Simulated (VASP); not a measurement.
# TiC (I4mm) in VASP: notebook

Runs on TiC. Level: PBEsol. Tasks: single point.

Program: VASP 6.6.1. These are calculated values, not measurements. Logs are shortened: lines on timing, memory, paths and dates and some standing lists are left out, and cuts for length are marked.

## 1. The cell of the first run

The structure is tetragonal, space group I4mm (No. 107). Conventional cell: a = 3.060 Å, b = 3.060 Å, c = 4.328 Å, α = 90.00°, β = 90.00°, γ = 90.00°. Within 2.5 Å of Ti (site symmetry 4mm) lie 6 C at 1.86 to 2.46 Å. Within 2.5 Å of C (site symmetry 4mm) lie 6 Ti at 1.86 to 2.46 Å.

## 2. Single point, PBEsol

INCAR

```
SYSTEM = TiC
PREC     = Accurate       ! precision mode
ENCUT    = 520            ! plane-wave cutoff, eV
EDIFF    = 1E-7           ! SCF threshold, eV
ISMEAR   = 0              ! smearing method
SIGMA    = 0.15           ! smearing width, eV
LREAL    = .False.        ! projectors in reciprocal space
LASPH    = .True.         ! aspherical terms in the spheres
NELM     = 60             ! most SCF steps
ALGO     = Normal         ! electronic algorithm
ISIF     = 2              ! what is computed and relaxed
LWAVE    = .False.        ! write WAVECAR
LCHARG   = .False.        ! write CHGCAR
GGA      = PS             ! functional
NBANDS   = 15             ! bands
```

KPOINTS

```
Automatic mesh
0
Gamma
  18 18 18
  0 0 0
```

POSCAR

```
TiC
1.0
    0.0000000000      2.1640000000      2.1640000000
    2.1640000000      0.0000000000      2.1640000000
    2.1640000000      2.1640000000      0.0000000000
Ti C
1 1
Direct
    0.0693160813      0.0693160813     -0.0693160813
    0.5000000000      0.5000000000      0.5000000000
```

Potentials or basis: VASP PAW PBE potentials, release 64 (Ti_sv, C).

Launch:

```
cat potpaw_PBE.64/Ti_sv/POTCAR potpaw_PBE.64/C/POTCAR > POTCAR
mpirun -np 1 vasp_std > vasp.out
```

OUTCAR:

```text
SYSTEM = TiC
   PREC = Accurate
   ENCUT = 520
   EDIFF = 1E-7
   ISMEAR = 0
   LREAL = .False.
   LASPH = .True.
   NELM = 60
   ISIF = 2
   GGA = PS

 ion  position               nearest neighbor table
   1  0.069  0.069  0.931-   2 1.86   2 2.18   2 2.18   2 2.18   2 2.18   2 2.46
   2  0.500  0.500  0.500-   1 1.86   1 2.18   1 2.18   1 2.18   1 2.18   1 2.46

  LATTYP: Found a face centered cubic cell.
 ALAT       =     4.3280000000

  Lattice vectors:

 A1 = (   0.0000000000,   2.1640000000,   2.1640000000)
 A2 = (   2.1640000000,   0.0000000000,   2.1640000000)
 A3 = (   2.1640000000,   2.1640000000,   0.0000000000)

Analysis of symmetry for initial positions (statically):
=====================================================================
 Subroutine PRICEL returns:
 Original cell was already a primitive cell.

 Routine SETGRP: Setting up the symmetry group for a
 face centered cubic supercell.

 Subroutine GETGRP returns: Found  8 space group operations
 (whereof  8 operations were pure point group operations)
 out of a pool of 48 trial point group operations.

The static configuration has the point symmetry C_4v.

Analysis of symmetry for dynamics (positions and initial velocities):
=====================================================================
 Subroutine PRICEL returns:
 Original cell was already a primitive cell.

 Routine SETGRP: Setting up the symmetry group for a
 face centered cubic supercell.

 Subroutine GETGRP returns: Found  8 space group operations
 (whereof  8 operations were pure point group operations)
 out of a pool of 48 trial point group operations.

The dynamic configuration has the point symmetry C_4v.

 Subroutine INISYM returns: Found  8 space group operations
 (whereof  8 operations are pure point group operations),
 and found     1 'primitive' translations

----------------------------------------------------------------------------------------

                                     Primitive cell

  volume of cell :      20.2676

  direct lattice vectors                    reciprocal lattice vectors
     0.000000000  2.164000000  2.164000000    -0.231053604  0.231053604  0.231053604
     2.164000000  0.000000000  2.164000000     0.231053604 -0.231053604  0.231053604
     2.164000000  2.164000000  0.000000000     0.231053604  0.231053604 -0.231053604

  length of vectors
     3.060358149  3.060358149  3.060358149     0.400196582  0.400196582  0.400196582

  position of ions in fractional coordinates (direct lattice)
     0.069316081  0.069316081  0.930683919
     0.500000000  0.500000000  0.500000000

  ion indices of the primitive-cell ions
   primitive index   ion index
                 1           1
                 2           2

----------------------------------------------------------------------------------------

 KPOINTS: Automatic mesh

Automatic generation of k-mesh.
 Grid dimensions read from file:
 generate k-points for:   18   18   18

 Generating k-lattice:

  Cartesian coordinates                     Fractional coordinates (reciprocal lattice)
    -0.012836311  0.012836311  0.012836311     0.055555556  0.000000000  0.000000000
     0.012836311 -0.012836311  0.012836311     0.000000000  0.055555556  0.000000000
     0.012836311  0.012836311 -0.012836311     0.000000000  0.000000000  0.055555556

  Length of vectors
     0.022233143  0.022233143  0.022233143

  Shift w.r.t. Gamma in fractional coordinates (k-lattice)
     0.000000000  0.000000000  0.000000000

 Subroutine IBZKPT returns following result:
 ===========================================

 Found    480 irreducible k-points:

 Following reciprocal coordinates:
            Coordinates               Weight
  0.000000  0.000000  0.000000      1.000000
  0.055556  0.000000  0.000000      8.000000
  0.111111  0.000000  0.000000      8.000000
  0.166667  0.000000  0.000000      8.000000
  0.222222  0.000000  0.000000      8.000000
  0.277778  0.000000  0.000000      8.000000
[... 16 lines left out ...]
  0.388889  0.055556  0.000000      8.000000
  0.000000  0.388889  0.055556     16.000000
 [... further k-points ...]
   k-points           NKPTS =    480   k-points in BZ     NKDIM =    480   number of bands    NBANDS=     15
   number of dos      NEDOS =    301   number of ions     NIONS =      2
   total plane-waves  NPLWV =  13824
   dimension x,y,z NGX =    24 NGY =   24 NGZ =   24
   dimension x,y,z NGXF=    48 NGYF=   48 NGZF=   48
   ions per type =               1   1
   NGX,Y,Z   is equivalent  to a cutoff of  13.04, 13.04, 13.04 a.u.
   NGXF,Y,Z  is equivalent  to a cutoff of  26.07, 26.07, 26.07 a.u.
 SYSTEM =  TiC
   PREC   = accura    normal or accurate (medium, high low for compatibility)
   ISTART =      0    job   : 0-new  1-cont  2-samecut
   ICHARG =      2    charge: 1-file 2-atom 10-const
   ISPIN  =      1    spin polarized calculation?
   LNONCOLLINEAR =      F non collinear calculations
   LSORBIT =      F    spin-orbit coupling
   LASPH  =      T    aspherical Exc in radial PAW
   ENCUT  =  520.0 eV  38.22 Ry    6.18 a.u.   5.69  5.69  5.69*2*pi/ulx,y,z
   NELM   =     60;   NELMIN=  2; NELMDL= -5     # of ELM steps
   EDIFF  = 0.1E-06   stopping-criterion for ELM
   LREAL  =      F    real-space projection
   EDIFFG = 0.1E-05   stopping-criterion for IOM
   NSW    =      0    number of steps for IOM
   IBRION =     -1    ionic relax: 0-MD 1-quasi-New 2-CG
   NFREE  =      0    steps in history (QN), initial steepest desc. (CG)
   ISIF   =      2    stress and relaxation
   ISYM   =      2    0-nonsym 1-usesym 2-fastsym
   POTIM  = 0.5000    time-step for ionic-motion
   TEBEG  =    0.0;   TEEND  =   0.0 temperature during run
   PSTRESS=    0.0 pullay stress
   NELECT =      16.0000    total number of electrons
   NUPDOWN=      -1.0000    fix difference up-down
   EMIN   =  10.00;   EMAX   =-10.00  energy-range for DOS
   EFERMI =   0.00;   METHOD = LEGACY
   ISMEAR =     0;   SIGMA  =   0.15  broadening in eV -4-tet -1-fermi 0-gaus
   EFERMI_NEDOS =   21; number of points for ismear=-14 and -15
   IALGO  =     38    algorithm
   IMIX   =      4    mixing-type and parameters
     AMIX     =   0.40;   BMIX     =  1.00
     AMIX_MAG =   1.60;   BMIX_MAG =  1.00
  volume/ion in A,a.u.               =      10.13        68.39
  Fermi-wavevector in a.u.,A,eV,Ry     =   1.513030  2.859212 31.147275  2.289260
  Thomas-Fermi vector in A             =   2.622876
   LORBIT       =      0    0 simple, 1 ext, 2 COOP (PROOUT), +10 PAW based schemes
   GGA     = PS    functional components
   LHFCALC =     F    Hartree Fock is set to
   AEXX    =    0.0000 exact exchange contribution
   IVDW    =     0    specifies the selected vdW correction
   LEPSILON=     F    determine dielectric tensor
   LRPA    =     F    only Hartree local field effects (RPA)
 non-spin polarized calculation
 Gauss-broadening in eV      SIGMA  =   0.15
  energy-cutoff  :      520.00
  volume of cell :       20.27
 maximum number of plane-waves:       568
   NGX = 11   NGY = 11   NGZ = 11

 number of electron      16.0000001 magnetization

 Free energy of the ion-electron system (eV)
  ---------------------------------------------------
  ext. energy  EPLUGINS =         0.00000000
  ---------------------------------------------------
  free energy    TOTEN  =       -19.33674283 eV

  energy without entropy =      -19.33480615  energy(sigma->0) =      -19.33577449

 E-fermi :   9.2543     XC(G=0): -12.8272

 val. band max:        9.2379558121   @ k =   0.0000   0.1111   0.0556
 cond. band min:       9.2666526894   @ k =   0.4444   0.3889   0.0000
 fundamental gap:      0.0286968773
 Fermi energy:         9.2542964262

 k-point     1 :       0.0000    0.0000    0.0000
  band No.  band energies     occupation
      1     -46.9520      2.00000
      2     -23.1050      2.00000
      3     -23.0925      2.00000
      4     -23.0925      2.00000
      5      -2.9667      2.00000
      6       8.6730      2.00000
      7       8.6730      2.00000
      8       8.7933      1.99999
      9      10.0235      0.00000
     10      11.0992      0.00000
     11      12.6292      0.00000
     12      12.6292      0.00000
     13      14.0336      0.00000
     14      19.4568      0.00000
     15      22.9169      0.00000

 k-point     2 :       0.0556    0.0000    0.0000
  band No.  band energies     occupation
      1     -46.9497      2.00000
      2     -23.1166      2.00000
      3     -23.0989      2.00000
      4     -23.0941      2.00000
      5      -2.8962      2.00000
      6       8.2997      2.00000
      7       8.6175      2.00000
      8       8.9891      1.98760
      9      10.0328      0.00000
     10      10.9299      0.00000
     11      12.4647      0.00000
     12      12.9492      0.00000
     13      14.2847      0.00000
     14      19.5883      0.00000
     15      22.9752      0.00000

 k-point     3 :       0.1111    0.0000    0.0000
  band No.  band energies     occupation
      1     -46.9430      2.00000
      2     -23.1618      2.00000
      3     -23.1054      2.00000
      4     -23.0990      2.00000
      5      -2.6883      2.00000
      6       7.7537      2.00000
      7       8.4275      2.00000
      8       8.9650      1.99361
      9      10.1031      0.00000
     10      10.7245      0.00000
     11      12.2262      0.00000
     12      13.6218      0.00000
     13      14.8176      0.00000
     14      19.9225      0.00000
     15      23.0948      0.00000
[... 343 lines left out ...]
 k-point    23 :       0.3889    0.0556    0.0000
  band No.  band energies     occupation
      1     -46.8858      2.00000
      2     -23.5399      2.00000
      3     -23.1485      2.00000
      4     -23.1481      2.00000
      5      -0.3968      2.00000
      6       4.5477      2.00000
      7       6.7885      2.00000
      8       6.8785      2.00000
      9      11.4795      0.00000
     10      12.0399      0.00000
     11      13.0340      0.00000
     12      16.2453      0.00000
     13      16.5252      0.00000
     14      19.9636      0.00000
     15      24.3003      0.00000

 k-point    24 :       0.0000    0.3889    0.0556
  band No.  band energies     occupation
      1     -46.8859      2.00000
      2     -23.5371      2.00000
      3     -23.1541      2.00000
      4     -23.1434      2.00000
      5      -0.4096      2.00000
      6       4.5212      2.00000
      7       6.6853      2.00000
      8       7.0785      2.00000
      9      11.4803      0.00000
     10      11.9064      0.00000
     11      12.9034      0.00000
     12      16.4747      0.00000
     13      16.6967      0.00000
     14      19.6965      0.00000
     15      24.6324      0.00000

 [... further k-points ...]

------------------------ aborting loop because EDIFF is reached ----------------------------------------

  FORCE on cell =-STRESS in cart. coord.  units (eV):
  Direction    XX          YY          ZZ          XY          YZ          ZX
  --------------------------------------------------------------------------------------
  -------------------------------------------------------------------------------------
  Total       -0.5998843     -0.5998843      3.3557924      0.0000000      0.0000000      0.0000000
  in kB      -47.4216083    -47.4216083    265.2796338      0.0000000      0.0000000      0.0000000
  external PRESSURE =      56.8121391 kB  Pullay stress =       0.0000000 kB

 VOLUME and BASIS-vectors are now :
 -----------------------------------------------------------------------------
  energy-cutoff  :      520.00
  volume of cell :       20.27
      direct lattice vectors                 reciprocal lattice vectors
     0.000000000  2.164000000  2.164000000    -0.231053604  0.231053604  0.231053604
     2.164000000  0.000000000  2.164000000     0.231053604 -0.231053604  0.231053604
     2.164000000  2.164000000  0.000000000     0.231053604  0.231053604 -0.231053604

 POSITION                                       TOTAL-FORCE (eV/Angst)
 -----------------------------------------------------------------------------------
      2.16400      2.16400      0.30000         0.000000      0.000000     -3.508045
      2.16400      2.16400      2.16400         0.000000      0.000000      3.508045
 -----------------------------------------------------------------------------------
    total drift:                               -0.000000     -0.000000      0.000014

  FREE ENERGIE OF THE ION-ELECTRON SYSTEM (eV)
  ---------------------------------------------------
  free  energy   TOTEN  =       -19.3367428279 eV

  energy  without entropy=      -19.3348061512  energy(sigma->0) =      -19.33577449
```

Wall time 2.7 min (1 thread of Intel Xeon 8259CL, shared host); peak memory 0.27 GiB.

Results:

```
Free energy            : -19.3367 eV
Pressure               : 5.7 GPa
Largest force          : 3.508 eV/Å
Band gap on the k mesh : zero (bands 8 and 9 overlap by 0.84 eV)
```

Forces on the atoms (eV/Å):
```
Ti   0.000  0.000 -3.508
C    0.000  0.000  3.508
```

Levels at points of the mesh, in eV from the Fermi level:
```tsv
k point	band 5	band 6	band 7	band 8	band 9	band 10	band 11	band 12
(0.00, 0.00, 0.00)	-12.22	-0.58	-0.58	-0.46	0.77	1.84	3.37	3.37
(0.50, 0.00, 0.00)	-8.81	-5.74	-2.76	-2.66	2.85	3.07	4.26	6.61
(0.50, 0.50, 0.00)	-9.88	-3.02	-1.62	0.04	0.04	2.89	3.61	3.61
(0.00, 0.50, 0.50)	-9.86	-3.39	-2.88	-0.40	1.65	3.60	3.61	3.69
```

Caveat: the cell differs from its parent crystal (all Ti atoms moved -0.300 Å, as atom 1 towards its neighbour atom 2 (C) at 2.164 Å); the cell stands under pressure; the PAW data sets were made with another functional, which shifts forces and pressure a little.

## 3. Single point, PBEsol

INCAR

```
PREC = Accurate
ENCUT = 520
EDIFF = 1E-7
ISMEAR = 0
SIGMA = 0.15
LREAL = F
LASPH = T
NELM = 80
ALGO = Normal
ISIF = 2
LWAVE = F
LCHARG = F
GGA = PS
NBANDS = 15
```

KPOINTS

```
regular mesh
0
Gamma
  18 18 18
```

POSCAR, as its differences from that of step 2:

```diff
@@ -8,3 +8,3 @@
 Direct
-    0.0693160813      0.0693160813     -0.0693160813
+   -0.0519870610     -0.0519870610      0.0519870610
     0.5000000000      0.5000000000      0.5000000000
```

Potentials or basis: VASP PAW PBE potentials, release 64 (Ti_sv, C).

Launch:

```
cat potpaw_PBE.64/Ti_sv/POTCAR potpaw_PBE.64/C/POTCAR > POTCAR
mpirun -np 1 vasp_std > vasp.out
```

Wall time 2.6 min (1 thread of Intel Xeon 8259CL, shared host); peak memory 0.26 GiB.

Results (log left out):

```yaml
Free_energy: -19.5537 eV
Pressure: 0.4 GPa
Largest_force: 2.325 eV/Å
Band_gap_on_the_k_mesh: zero (bands 8 and 9 overlap by 1.00 eV)
```

Forces on the atoms (eV/Å):
```
Ti   0.000  0.000  2.325
C    0.000  0.000 -2.325
```

Stress tensor (GPa, compression positive):
```
-5.12  0.00  0.00
 0.00 -5.12  0.00
 0.00  0.00 11.42
```

Levels at points of the mesh, in eV from the Fermi level:
```tsv
k point	band 4	band 5	band 6	band 7	band 8	band 9	band 10	band 11	band 12	band 13
(0.00, 0.00, 0.00)	-32.46	-12.35	-0.27	-0.27	-0.07	0.65	1.73	2.76	2.76	3.88
(0.50, 0.00, 0.00)	-32.51	-8.89	-5.86	-2.88	-2.82	2.82	2.94	4.12	6.85	7.89
(0.50, 0.50, 0.00)	-32.64	-10.02	-3.27	-1.71	-0.04	-0.04	2.75	3.51	3.51	5.38
(0.00, 0.50, 0.50)	-32.63	-10.01	-3.48	-2.56	-0.33	1.01	3.25	3.50	3.51	5.85
```

Caveat: the cell differs from its parent crystal (all Ti atoms moved +0.225 Å, as atom 1 towards its neighbour atom 2 (C) at 2.164 Å); the PAW data sets were made with another functional, which shifts forces and pressure a little.

## 4. Single point, PBEsol

INCAR

```
PREC = Accurate
ENCUT = 520
EDIFF = 1E-6
ISMEAR = 0
SIGMA = 0.15
LREAL = False
LASPH = True
NELM = 80
ALGO = Normal
ISIF = 2
LWAVE = False
LCHARG = False
GGA = PS
NBANDS = 15
```

KPOINTS

```
Automatic mesh
0
Gamma
  18 18 18
```

POSCAR, as its differences from that of step 3:

```diff
@@ -8,3 +8,3 @@
 Direct
-   -0.0519870610     -0.0519870610      0.0519870610
+    0.0346580407      0.0346580407     -0.0346580407
     0.5000000000      0.5000000000      0.5000000000
```

Launch:

```
cat potpaw_PBE.64/Ti_sv/POTCAR potpaw_PBE.64/C/POTCAR > POTCAR
mpirun -np 1 vasp_std > vasp.out
```

Wall time 2.4 min (1 thread of Intel Xeon 8259CL, shared host); peak memory 0.26 GiB.

The run converged. Its results:

* Free energy: -19.6916 eV
* Pressure: -3.2 GPa
* Largest force: 1.396 eV/Å
* Band gap on the k mesh: zero (bands 8 and 9 overlap by 1.18 eV)

Forces in eV/Å, atoms in the order of the input:
```
Ti   0.000  0.000 -1.396
C    0.000  0.000  1.396
```

Stress tensor (GPa, compression positive):
```
-5.38  0.00  0.00
 0.00 -5.38  0.00
 0.00  0.00  1.27
```

Levels at points of the mesh, in eV from the Fermi level:
```csv
k point,band 6,band 7,band 8,band 9,band 10,band 11
"(0.00, 0.00, 0.00)",0.08,0.08,0.44,0.61,1.68,2.25
"(0.50, 0.00, 0.00)",-5.92,-2.94,-2.91,2.83,2.89,4.07
"(0.50, 0.50, 0.00)",-3.41,-1.74,-0.08,-0.08,2.70,3.48
"(0.00, 0.50, 0.50)",-3.51,-2.20,-0.22,0.47,2.93,3.47
```

Caveat: the cell differs from its parent crystal (all Ti atoms moved -0.150 Å, as atom 1 towards its neighbour atom 2 (C) at 2.164 Å); the cell stands under tension; the PAW data sets were made with another functional, which shifts forces and pressure a little.

## 5. The runs side by side

```tsv
cell	gap on the mesh (eV)	pressure (GPa)	largest force (eV/Å)
as given, atomic positions A	none	5.7	3.51
as given, atomic positions B	none	0.4	2.32
as given, atomic positions C	none	-3.2	1.40
```

Alike in all rows: task single point; level PBEsol; potentials or basis VASP PAW PBE potentials, release 64 (Ti_sv, C); no spin polarisation; k mesh 18 × 18 × 18; cutoff (eV) 520; smearing gaussian 0.15 eV.

Caveats: the PAW data sets were made with another functional, which shifts forces and pressure a little; the cell stands under pressure (at least some runs); the cell stands under tension (at least some runs).

Absolute energies hang on the potentials; compare differences alone.
